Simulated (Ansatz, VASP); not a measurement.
## Two plane-wave programs on Ga

```
Ga
1.0
     2.72738    0.00000    0.00000
     0.00000    2.72738    0.00000
     0.00000    0.00000    2.72738
Ga
1
Direct
  0.00000 0.00000 0.00000
```

Alike in both runs: task single point; functional PBEsol; k mesh 13 × 13 × 13; occupations fermi-dirac, width 0.1 eV; no spin polarisation.

|  | VASP | Ansatz |
| --- | --- | --- |
| version | VASP 6.6.1 | Ansatz 0.2.0 |
| potentials or method | VASP PAW PBE potentials, release 64 (Ga_d), cutoff 520 eV | plane waves (420 eV) with PAW, scalar-relativistic |
| valence electrons in the cell | 13 | 13 |

Ansatz gave:

```
pressure (GPa) : -3.6
```

Q: What did VASP give for the same quantities?

A: Pressure (GPa): -3.5.

VASP's potentials were made for PBE, not for PBEsol, and Ansatz warns of the same on its side.
